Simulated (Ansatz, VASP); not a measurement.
ZnS: VASP beside Ansatz

The input INCAR:

```
PREC     = Accurate       # precision mode
ENCUT    = 520            # plane-wave cutoff, eV
EDIFF    = 1E-7           # SCF threshold, eV
ISMEAR   = 0              # smearing method
SIGMA    = 0.1            # smearing width, eV
LREAL    = False          # projectors in reciprocal space
LASPH    = True           # aspherical terms in the spheres
NELM     = 100            # most SCF steps
ALGO     = Normal         # electronic algorithm
ISIF     = 2              # what is computed and relaxed
LWAVE    = False          # write WAVECAR
LCHARG   = False          # write CHGCAR
GGA      = PE             # functional
NBANDS   = 16             # bands
```

KPOINTS

```
Automatic mesh
0
Gamma
  6 6 6
```

File POSCAR:

```
ZnS
1.0
    0.0000000000      2.6936828773      2.6936828773
    2.6936828773      0.0000000000      2.6936828773
    2.6936828773      2.6936828773      0.0000000000
Zn S
1 1
Direct
    0.0000000000      0.0000000000      0.0000000000
    0.2500000000      0.2500000000      0.2500000000
```

Input for Ansatz:

```yaml
crystal:
  lattice:
    - [0.0, 2.6936828773, 2.6936828773]
    - [2.6936828773, 0.0, 2.6936828773]
    - [2.6936828773, 2.6936828773, 0.0]
  atoms:
    - { symbol: Zn, position: [0.0, 0.0, 0.0] }
    - { symbol: S, position: [0.25, 0.25, 0.25] }
basis:
  ecutwfc: 420
kpoints:
  mp_grid: { grid: [6, 6, 6] }
hamiltonian:
  xc: pbe
scf:
  occupations: { method: gaussian, width: 0.1 }
output:
  forces: true
  stress: true
  eigenvalues: true
```

Alike in both runs: task single point; functional PBE; k mesh 6 × 6 × 6; occupations gaussian, width 0.1 eV; no spin polarisation.

|  | VASP | Ansatz |
| --- | --- | --- |
| version | VASP 6.6.1 | Ansatz 0.2.0 |
| potentials or method | VASP PAW PBE potentials, release 64 (Zn, S), cutoff 520 eV | scalar-relativistic, plane waves, PAW |
| valence electrons in the cell | 18 | 18 |

|  | VASP | Ansatz | Ansatz less VASP |
| --- | --- | --- | --- |
| gap on the k mesh at the Fermi level (eV) | 2.15 | 2.15 | -0.006 |
| least direct gap on the mesh (eV) | 2.15 | 2.15 | -0.006 |
| pressure (GPa) | 2.5 | 2.3 | -0.17 |
